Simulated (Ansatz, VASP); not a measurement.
**Two plane-wave programs on ZrGe5**

Contents of INCAR:

```
PREC = Accurate
ENCUT = 520
EDIFF = 1E-6
ISMEAR = 0
SIGMA = 0.1
LREAL = False
LASPH = True
NELM = 80
ALGO = Normal
ISIF = 2
LWAVE = False
LCHARG = False
GGA = PE
NBANDS = 50
```

KPOINTS

```
regular mesh
0
Gamma
  4 4 4
```

Contents of POSCAR:

```
ZrGe5
1.0
    5.0728504700      0.0000000000      0.0000000000
    0.0000000000      5.0728504700      0.0000000000
    0.0000000000      0.0000000000      4.8989942400
Zr Ge
1 5
Direct
    0.5000000000      0.5000000000      0.5000000000
    0.7871864500      0.5000000000      0.0000000000
    0.2128135500      0.5000000000      0.0000000000
    0.5000000000      0.7871864500      0.0000000000
    0.5000000000      0.2128135500      0.0000000000
    0.0000000000      0.0000000000      0.5000000000
```

Input for Ansatz:

```yaml
crystal:
  lattice:
    - [5.07285047, 0.0, 0.0]
    - [0.0, 5.07285047, 0.0]
    - [0.0, 0.0, 4.89899424]
  atoms:
    - { symbol: Zr, position: [0.5, 0.5, 0.5] }
    - { symbol: Ge, position: [0.78718645, 0.5, 0.0] }
    - { symbol: Ge, position: [0.21281355, 0.5, 0.0] }
    - { symbol: Ge, position: [0.5, 0.78718645, 0.0] }
    - { symbol: Ge, position: [0.5, 0.21281355, 0.0] }
    - { symbol: Ge, position: [0.0, 0.0, 0.5] }
basis:
  ecutwfc: 420
kpoints:
  mp_grid: { grid: [4, 4, 4] }
hamiltonian:
  xc: pbe
scf:
  occupations: { method: gaussian, width: 0.1 }
  lower_state_search: "off"
output:
  forces: true
  stress: true
  eigenvalues: true
```

Alike in both runs: task single point; functional PBE; k mesh 4 × 4 × 4; occupations gaussian, width 0.1 eV; no spin polarisation.

|  | VASP | Ansatz |
| --- | --- | --- |
| version | VASP 6.6.1 | Ansatz 0.2.0 |
| potentials or method | VASP PAW PBE potentials, release 64 (Zr_sv, Ge_d), cutoff 520 eV | scalar-relativistic, plane waves, PAW |
| valence electrons in the cell | 82 | 82 |

|  | VASP | Ansatz | Ansatz less VASP |
| --- | --- | --- | --- |
| gap on the k mesh at the Fermi level (eV) | none | none | - |
| rms of the force components (eV/Å) | 3.036 | 2.995 | -0.0408 |

Atom by atom the forces differ by 0.041 eV/Å (rms over components). A gap of «none» marks a metal or a gap that the smearing closes.
